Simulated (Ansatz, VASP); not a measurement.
# I: VASP beside Ansatz

File INCAR:

```
SYSTEM = I
PREC = Accurate ; ENCUT = 520
EDIFF = 1E-6 ; ISMEAR = 0
SIGMA = 0.1 ; LREAL = .FALSE.
LASPH = .TRUE. ; NELM = 100
ALGO = Normal ; ISIF = 2
LWAVE = .FALSE. ; LCHARG = .FALSE.
GGA = PE ; NBANDS = 22
```

File KPOINTS:

```
regular mesh
0
G
  6 6 2
  0 0 0
```

File POSCAR:

```
I
1.0
    4.4772516270      0.0000000000      0.0000000000
   -2.2386258135      3.8774136481      0.0000000000
    0.0000000000      0.0000000000     11.4947031312
I
4
Direct
    0.3333333333      0.6666666667      0.1610000000
    0.6666666667      0.3333333333      0.6610000000
    0.3333333333      0.6666666667      0.3390000000
    0.6666666667      0.3333333333      0.8390000000
```

Input for Ansatz:

```yaml
crystal:
  lattice:
    - [4.477251627, 0.0, 0.0]
    - [-2.2386258135, 3.8774136481, 0.0]
    - [0.0, 0.0, 11.4947031312]
  atoms:
    - { symbol: I, position: [0.3333333333, 0.6666666667, 0.161] }
    - { symbol: I, position: [0.6666666667, 0.3333333333, 0.661] }
    - { symbol: I, position: [0.3333333333, 0.6666666667, 0.339] }
    - { symbol: I, position: [0.6666666667, 0.3333333333, 0.839] }
basis:
  ecutwfc: 420
kpoints:
  mp_grid: { grid: [6, 6, 2] }
hamiltonian:
  xc: pbe
scf:
  occupations: { method: gaussian, width: 0.1 }
  lower_state_search: "off"
output:
  forces: true
  stress: true
  eigenvalues: true
```

Alike in both runs: task single point; functional PBE; k mesh 6 × 6 × 2; occupations gaussian, width 0.1 eV; no spin polarisation.

|  | VASP | Ansatz |
| --- | --- | --- |
| version | VASP 6.6.1 | Ansatz 0.2.0 |
| potentials or method | VASP PAW PBE potentials, release 64 (I), cutoff 520 eV | scalar-relativistic, plane waves, PAW |
| valence electrons in the cell | 28 | 68 |

```csv
,VASP,Ansatz,Ansatz less VASP
gap on the k mesh at the Fermi level (eV),2.20,2.23,+0.024
least direct gap on the mesh (eV),2.20,2.23,+0.024
rms of the force components (eV/Å),15.996,15.717,-0.2792
```

Atom by atom the forces differ by 0.279 eV/Å (rms over components). VASP's potentials hold 28 valence electrons a cell and Ansatz's 68, so a difference there can come from the potentials and not from the codes.

Spin-orbit coupling is off throughout.
